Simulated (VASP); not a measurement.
# GaSb in VASP: single point with PBEsol

Aim: the single point of GaSb with PBEsol.

All numbers are computed with VASP 6.6.1; they aren't measurements. Logs are shortened: lines on timing, memory, paths and dates and some standing lists are left out, and cuts for length are marked.

### Step 1. The cell of the first run

The cell holds a slab with vacuum, 14 atoms: a = 4.321 Å, b = 10.585 Å, c = 22.485 Å, α = 90.00°, β = 90.00°, γ = 90.00°.

### Step 2. Single point, PBEsol (atoms taken out)

The input, INCAR:

```
PREC = Accurate ; ENCUT = 520
EDIFF = 1E-6 ; ISMEAR = 0
SIGMA = 0.1 ; LREAL = False
LASPH = True ; NELM = 100
ALGO = Fast ; ISIF = 2
LWAVE = False ; LCHARG = False
LDIPOL = True ; IDIPOL = 3
DIPOL = 0.5 0.5 0.500 ; GGA = PS
NBANDS = 76
```

The input, KPOINTS:

```
regular mesh
0
Gamma
  8 4 1
```

The input, POSCAR:

```
GaSb
1.0
    4.3212908972      0.0000000000      0.0000000000
    0.0000000000     10.5849577283      0.0000000000
    0.0000000000      0.0000000000     22.4846953882
Ga Sb
7 7
Direct
    0.5000000000      0.6666666667      0.3335602227
    0.0000000000      0.3333333333      0.3890401484
    0.5000000000      0.0000000000      0.4445200742
    0.0000000000      0.6666666667      0.5000000000
    0.5000000000      0.3333333333      0.5554799258
    0.0000000000      0.0000000000      0.6109598516
    0.5000000000      0.6666666667      0.6664397773
    0.5000000000      0.4166666667      0.3335602227
    0.0000000000      0.0833333333      0.3890401484
    0.5000000000      0.7500000000      0.4445200742
    0.0000000000      0.4166666667      0.5000000000
    0.5000000000      0.0833333333      0.5554799258
    0.0000000000      0.7500000000      0.6109598516
    0.5000000000      0.4166666667      0.6664397773
```

Potentials or basis: VASP PAW PBE potentials, release 64 (Ga_d, Sb).

Launch:

```sh
$ cat potpaw_PBE.64/Ga_d/POTCAR potpaw_PBE.64/Sb/POTCAR > POTCAR
$ mpirun -np 1 vasp_std > vasp.out
```

OUTCAR:

```text
PREC = Accurate
   ENCUT = 520
   EDIFF = 1E-6
   ISMEAR = 0
   LREAL = False
   LASPH = True
   NELM = 100
   ISIF = 2
   GGA = PS

 ion  position               nearest neighbor table
   1  0.500  0.667  0.334-  10 2.65   8 2.65
   2  0.000  0.333  0.389-   8 2.65   8 2.65   9 2.65  11 2.65
   3  0.500  0.000  0.445-  10 2.65   9 2.65   9 2.65  12 2.65
   4  0.000  0.667  0.500-  11 2.65  10 2.65  10 2.65  13 2.65
   5  0.500  0.333  0.555-  14 2.65  12 2.65  11 2.65  11 2.65
   6  0.000  0.000  0.611-  13 2.65  12 2.65  12 2.65
   7  0.500  0.667  0.666-  13 2.65  13 2.65  14 2.65
   8  0.500  0.417  0.334-   2 2.65   2 2.65   1 2.65
   9  0.000  0.083  0.389-   2 2.65   3 2.65   3 2.65
  10  0.500  0.750  0.445-   1 2.65   3 2.65   4 2.65   4 2.65
  11  0.000  0.417  0.500-   4 2.65   5 2.65   5 2.65   2 2.65
  12  0.500  0.083  0.555-   5 2.65   6 2.65   6 2.65   3 2.65
  13  0.000  0.750  0.611-   7 2.65   7 2.65   6 2.65   4 2.65
  14  0.500  0.417  0.666-   5 2.65   7 2.65

  LATTYP: Found a simple orthorhombic cell.
 ALAT       =     4.3212908972
 B/A-ratio  =     2.4494897428
 C/A-ratio  =     5.2032357745

  Lattice vectors:

 A1 = (   4.3212908972,   0.0000000000,   0.0000000000)
 A2 = (   0.0000000000,  10.5849577283,   0.0000000000)
 A3 = (   0.0000000000,   0.0000000000,  22.4846953882)

Analysis of symmetry for initial positions (statically):
=====================================================================
 Subroutine PRICEL returns:
 Original cell was already a primitive cell.

 Routine SETGRP: Setting up the symmetry group for a
 simple orthorhombic supercell.

 Subroutine GETGRP returns: Found  2 space group operations
 (whereof  2 operations were pure point group operations)
 out of a pool of  8 trial point group operations.

The static configuration has the point symmetry C_1h.

Analysis of symmetry for dynamics (positions and initial velocities):
=====================================================================
 Subroutine PRICEL returns:
 Original cell was already a primitive cell.

 Routine SETGRP: Setting up the symmetry group for a
 simple orthorhombic supercell.

 Subroutine GETGRP returns: Found  2 space group operations
 (whereof  2 operations were pure point group operations)
 out of a pool of  8 trial point group operations.

The dynamic configuration has the point symmetry C_1h.

 Subroutine INISYM returns: Found  2 space group operations
 (whereof  2 operations are pure point group operations),
 and found     1 'primitive' translations

----------------------------------------------------------------------------------------

                                     Primitive cell

  volume of cell :    1028.4653

  direct lattice vectors                    reciprocal lattice vectors
     4.321290897  0.000000000  0.000000000     0.231412331  0.000000000  0.000000000
     0.000000000 10.584957728  0.000000000     0.000000000  0.094473689  0.000000000
     0.000000000  0.000000000 22.484695388     0.000000000  0.000000000  0.044474696

  length of vectors
     4.321290897 10.584957728 22.484695388     0.231412331  0.094473689  0.044474696

  position of ions in fractional coordinates (direct lattice)
     0.500000000  0.666666667  0.333560223
     0.000000000  0.333333333  0.389040148
     0.500000000  0.000000000  0.444520074
     0.000000000  0.666666667  0.500000000
     0.500000000  0.333333333  0.555479926
     0.000000000  0.000000000  0.610959852
     0.500000000  0.666666667  0.666439777
     0.500000000  0.416666667  0.333560223
     0.000000000  0.083333333  0.389040148
     0.500000000  0.750000000  0.444520074
     0.000000000  0.416666667  0.500000000
     0.500000000  0.083333333  0.555479926
     0.000000000  0.750000000  0.610959852
     0.500000000  0.416666667  0.666439777

  ion indices of the primitive-cell ions
   primitive index   ion index
                 1           1
                 2           2
                 3           3
                 4           4
                 5           5
                 6           6
                 7           7
                 8           8
                 9           9
                10          10
                11          11
                12          12
                13          13
                14          14

----------------------------------------------------------------------------------------

 KPOINTS: regular mesh

Automatic generation of k-mesh.
 Grid dimensions read from file:
 generate k-points for:    8    4    1

 Generating k-lattice:

  Cartesian coordinates                     Fractional coordinates (reciprocal lattice)
     0.028926541  0.000000000  0.000000000     0.125000000  0.000000000  0.000000000
     0.000000000  0.023618422  0.000000000     0.000000000  0.250000000  0.000000000
     0.000000000  0.000000000  0.044474696     0.000000000  0.000000000  1.000000000

  Length of vectors
     0.028926541  0.023618422  0.044474696

  Shift w.r.t. Gamma in fractional coordinates (k-lattice)
     0.000000000  0.000000000  0.000000000

 Subroutine IBZKPT returns following result:
 ===========================================

 Found     15 irreducible k-points:

 Following reciprocal coordinates:
            Coordinates               Weight
  0.000000  0.000000  0.000000      1.000000
  0.125000  0.000000  0.000000      2.000000
  0.250000  0.000000  0.000000      2.000000
  0.375000  0.000000  0.000000      2.000000
  0.500000  0.000000  0.000000      1.000000
  0.000000  0.250000  0.000000      2.000000
  0.125000  0.250000  0.000000      4.000000
  0.250000  0.250000  0.000000      4.000000
  0.375000  0.250000  0.000000      4.000000
  0.500000  0.250000  0.000000      2.000000
  0.000000  0.500000  0.000000      1.000000
  0.125000  0.500000  0.000000      2.000000
  0.250000  0.500000  0.000000      2.000000
  0.375000  0.500000  0.000000      2.000000
  0.500000  0.500000  0.000000      1.000000
   k-points           NKPTS =     15   k-points in BZ     NKDIM =     15   number of bands    NBANDS=     76
   number of dos      NEDOS =    301   number of ions     NIONS =     14
   total plane-waves  NPLWV = 430080
   dimension x,y,z NGX =    32 NGY =   80 NGZ =  168
   dimension x,y,z NGXF=    64 NGYF=  160 NGZF=  336
   ions per type =               7   7
   NGX,Y,Z   is equivalent  to a cutoff of  12.31, 12.56, 12.42 a.u.
   NGXF,Y,Z  is equivalent  to a cutoff of  24.62, 25.13, 24.84 a.u.
 SYSTEM =  unknown system
   PREC   = accura    normal or accurate (medium, high low for compatibility)
   ISTART =      0    job   : 0-new  1-cont  2-samecut
   ICHARG =      2    charge: 1-file 2-atom 10-const
   ISPIN  =      1    spin polarized calculation?
   LNONCOLLINEAR =      F non collinear calculations
   LSORBIT =      F    spin-orbit coupling
   LASPH  =      T    aspherical Exc in radial PAW
   ENCUT  =  520.0 eV  38.22 Ry    6.18 a.u.   8.03 19.68 41.81*2*pi/ulx,y,z
   NELM   =    100;   NELMIN=  2; NELMDL= -5     # of ELM steps
   EDIFF  = 0.1E-05   stopping-criterion for ELM
   LREAL  =      F    real-space projection
   EDIFFG = 0.1E-04   stopping-criterion for IOM
   NSW    =      0    number of steps for IOM
   IBRION =     -1    ionic relax: 0-MD 1-quasi-New 2-CG
   NFREE  =      0    steps in history (QN), initial steepest desc. (CG)
   ISIF   =      2    stress and relaxation
   ISYM   =      2    0-nonsym 1-usesym 2-fastsym
   POTIM  = 0.5000    time-step for ionic-motion
   TEBEG  =    0.0;   TEEND  =   0.0 temperature during run
   PSTRESS=    0.0 pullay stress
   NELECT =     126.0000    total number of electrons
   NUPDOWN=      -1.0000    fix difference up-down
   EMIN   =  10.00;   EMAX   =-10.00  energy-range for DOS
   EFERMI =   0.00;   METHOD = LEGACY
   ISMEAR =     0;   SIGMA  =   0.10  broadening in eV -4-tet -1-fermi 0-gaus
   EFERMI_NEDOS =   21; number of points for ismear=-14 and -15
   IALGO  =     68    algorithm
   IMIX   =      4    mixing-type and parameters
     AMIX     =   0.40;   BMIX     =  1.00
     AMIX_MAG =   1.60;   BMIX_MAG =  1.00
  volume/ion in A,a.u.               =      73.46       495.74
  Fermi-wavevector in a.u.,A,eV,Ry     =   0.813083  1.536505  8.994876  0.661105
  Thomas-Fermi vector in A             =   1.922744
   LORBIT       =      0    0 simple, 1 ext, 2 COOP (PROOUT), +10 PAW based schemes
   GGA     = PS    functional components
   LHFCALC =     F    Hartree Fock is set to
   AEXX    =    0.0000 exact exchange contribution
   IVDW    =     0    specifies the selected vdW correction
   LEPSILON=     F    determine dielectric tensor
   LRPA    =     F    only Hartree local field effects (RPA)
 non-spin polarized calculation
 RMM-DIIS sequential band-by-band and
 Gauss-broadening in eV      SIGMA  =   0.10
  energy-cutoff  :      520.00
  volume of cell :     1028.47
 maximum number of plane-waves:     27774
   NGX = 17   NGY = 39   NGZ = 83

 dipolmoment           0.000000      0.000000      0.429887 electrons x Angstroem

 number of electron     126.0000067 magnetization

 dipolmoment           0.000000      0.000000     -0.112315 electrons x Angstroem

 Free energy of the ion-electron system (eV)
  ---------------------------------------------------
  ext. energy  EPLUGINS =         0.00000000
  ---------------------------------------------------
  free energy    TOTEN  =       -51.15292264 eV

  energy without entropy =      -51.10447071  energy(sigma->0) =      -51.12869668

 E-fermi :  -1.0883     XC(G=0):  -4.2924

 val. band max:       -1.0961386485   @ k =   0.0000   0.2500   0.0000
 cond. band min:      -1.0843805641   @ k =   0.3750   0.0000   0.0000
 fundamental gap:      0.0117580843
 Fermi energy:        -1.0883036437

 k-point     1 :       0.0000    0.0000    0.0000
  band No.  band energies     occupation
      1     -16.1734      2.00000
      2     -16.1560      2.00000
      3     -16.1410      2.00000
      4     -16.1158      2.00000
      5     -16.0875      2.00000
      6     -16.0768      2.00000
[... 67 lines left out ...]
     74       1.8514      0.00000
     75       2.0423      0.00000

 k-point     2 :       0.1250    0.0000    0.0000
  band No.  band energies     occupation
      1     -16.1724      2.00000
      2     -16.1561      2.00000
      3     -16.1427      2.00000
      4     -16.1149      2.00000
      5     -16.0890      2.00000
      6     -16.0773      2.00000
[... 67 lines left out ...]
     74       1.8940      0.00000
     75       2.3002      0.00000

 k-point     3 :       0.2500    0.0000    0.0000
  band No.  band energies     occupation
      1     -16.1699      2.00000
      2     -16.1567      2.00000
      3     -16.1464      2.00000
      4     -16.1128      2.00000
      5     -16.0938      2.00000
      6     -16.0770      2.00000
[... 925 lines left out ...]
     74       2.3467      0.00000
     75       2.4535      0.00000

 k-point    15 :       0.5000    0.5000    0.0000
  band No.  band energies     occupation
      1     -16.1662      2.00000
      2     -16.1604      2.00000
      3     -16.1489      2.00000
      4     -16.1092      2.00000
      5     -16.1031      2.00000
      6     -16.0753      2.00000
[... 67 lines left out ...]
     74       2.0835      0.00000
     75       2.1500      0.00000
 [bands above 75 left out]

------------------------ aborting loop because EDIFF is reached ----------------------------------------

 vacuum level on the upper side and lower side of the slab       (xc-potential included)        -0.295         0.119

  FORCE on cell =-STRESS in cart. coord.  units (eV):
  Direction    XX          YY          ZZ          XY          YZ          ZX
  --------------------------------------------------------------------------------------
  -------------------------------------------------------------------------------------
  Total       -2.7236755     -1.3818896      2.1265671      0.0000000      0.4005847      0.0000000
  in kB       -4.2430320     -2.1527535      3.3128367      0.0000000      0.6240441      0.0000000
  external PRESSURE =      -1.0276496 kB  Pullay stress =       0.0000000 kB

 VOLUME and BASIS-vectors are now :
 -----------------------------------------------------------------------------
  energy-cutoff  :      520.00
  volume of cell :     1028.47
      direct lattice vectors                 reciprocal lattice vectors
     4.321290897  0.000000000  0.000000000     0.231412331  0.000000000  0.000000000
     0.000000000 10.584957728  0.000000000     0.000000000  0.094473689  0.000000000
     0.000000000  0.000000000 22.484695388     0.000000000  0.000000000  0.044474696

 POSITION                                       TOTAL-FORCE (eV/Angst)
 -----------------------------------------------------------------------------------
      2.16065      7.05664      7.50000         0.000000     -0.155544     -0.242583
      0.00000      3.52832      8.74745         0.000000      0.276776     -0.073328
      2.16065      0.00000      9.99490         0.000000      0.243160     -0.370733
      0.00000      7.05664     11.24235         0.000000     -0.305296     -0.210794
      2.16065      3.52832     12.48980         0.000000      0.464652      0.074627
      0.00000      0.00000     13.73725         0.000000     -0.018584     -0.555393
      2.16065      7.05664     14.98470         0.000000     -0.762400     -0.646196
      2.16065      4.41040      7.50000         0.000000     -0.333732     -0.135527
      0.00000      0.88208      8.74745         0.000000     -0.261093     -0.075165
      2.16065      7.93872      9.99490         0.000000      0.179357      0.356068
      0.00000      4.41040     11.24235         0.000000     -0.036003      0.083934
      2.16065      0.88208     12.48980         0.000000      0.267083      0.727427
      0.00000      7.93872     13.73725         0.000000      0.424059      0.679681
      2.16065      4.41040     14.98470         0.000000      0.017564      0.387982
 -----------------------------------------------------------------------------------
    total drift:                                0.000000     -0.001061      0.001665

  FREE ENERGIE OF THE ION-ELECTRON SYSTEM (eV)
  ---------------------------------------------------
  free  energy   TOTEN  =       -51.1529226447 eV

  energy  without entropy=      -51.1044707111  energy(sigma->0) =      -51.12869668

 vacuum level on the upper side and lower side of the slab         3.322         3.755
```

Wall time 39 min (1 thread of Oxide Virtual Turin-like, shared host); peak memory 1.3 GiB.

What came out:

```
Free energy            : -51.1529 eV
Largest force          : 0.999 eV/Å
Band gap on the k mesh : zero (bands 63 and 64 overlap by 0.21 eV)
```

Forces on the atoms (eV/Å):
```
Ga   0.000 -0.156 -0.243
Ga   0.000  0.277 -0.073
Ga   0.000  0.243 -0.371
Ga   0.000 -0.305 -0.211
Ga   0.000  0.465  0.075
Ga   0.000 -0.019 -0.555
Ga   0.000 -0.762 -0.646
Sb   0.000 -0.334 -0.136
Sb   0.000 -0.261 -0.075
Sb   0.000  0.179  0.356
Sb   0.000 -0.036  0.084
Sb   0.000  0.267  0.727
Sb   0.000  0.424  0.680
Sb   0.000  0.018  0.388
```

Caveat: the cell differs from its parent crystal (atoms taken out); the PAW data sets were made with another functional, which shifts forces and pressure a little; spin-orbit coupling is left out, which moves the levels of the heavy elements.
